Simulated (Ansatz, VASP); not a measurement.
## WS2: VASP beside Ansatz

The input INCAR:

```
  ALGO = Normal
  EDIFF = 1E-6
  ENCUT = 520
  GGA = PS
  ISIF = 2
  ISMEAR = 0
  LASPH = T
  LCHARG = F
  LREAL = F
  LWAVE = F
  NBANDS = 20
  NELM = 80
  PREC = Accurate
  SIGMA = 0.05
```

The input KPOINTS:

```
k-points
0
Gamma
  12 12 12
```

File POSCAR:

```
WS2
1.0
    1.5974104533      0.9222653552      6.1793507999
   -1.5974104533      0.9222653552      6.1793507999
    0.0000000000     -1.8445307105      6.1793507999
W S
1 2
Direct
    0.9993284863      0.9993284863      0.9993284863
    0.7479630314      0.7479630314      0.7479630314
    0.5840084823      0.5840084823      0.5840084823
```

Input for Ansatz:

```yaml
crystal:
  lattice:
    - [1.5974104533, 0.9222653552, 6.1793507999]
    - [-1.5974104533, 0.9222653552, 6.1793507999]
    - [0.0, -1.8445307105, 6.1793507999]
  atoms:
    - { symbol: W, position: [0.9993284863, 0.9993284863, 0.9993284863] }
    - { symbol: S, position: [0.7479630314, 0.7479630314, 0.7479630314] }
    - { symbol: S, position: [0.5840084823, 0.5840084823, 0.5840084823] }
basis:
  ecutwfc: 420
kpoints:
  mp_grid: { grid: [12, 12, 12] }
hamiltonian:
  xc: pbesol
scf:
  occupations: { method: gaussian, width: 0.05 }
output:
  forces: true
  stress: true
  eigenvalues: true
```

Change from the starting cell: strain +0.015 along x and y, -0.030 along z, atoms carried along.

Alike in both runs: task single point; functional PBEsol; k mesh 12 × 12 × 12; occupations gaussian, width 0.05 eV; no spin polarisation.

|  | VASP | Ansatz |
| --- | --- | --- |
| version | VASP 6.6.1 | Ansatz 0.2.0 |
| potentials or method | VASP PAW PBE potentials, release 64 (W_sv, S), cutoff 520 eV | scalar-relativistic, plane waves, PAW |
| valence electrons in the cell | 26 | 26 |

```tsv
	VASP	Ansatz	Ansatz less VASP
gap on the k mesh at the Fermi level (eV)	0.75	0.73	-0.021
least direct gap on the mesh (eV)	1.65	1.64	-0.005
pressure (GPa)	0.6	0.5	-0.11
traceless stress, the component that is largest in VASP (GPa)	5.25	5.23	-0.018
rms of the force components (eV/Å)	0.300	0.290	-0.0096
```

VASP's potentials were made for PBE, not for PBEsol. Atom by atom the forces differ by 0.010 eV/Å (rms over components). The functional is the same, so the differences come from potentials, cutoffs and numerics.

Neither program's run includes spin-orbit coupling.
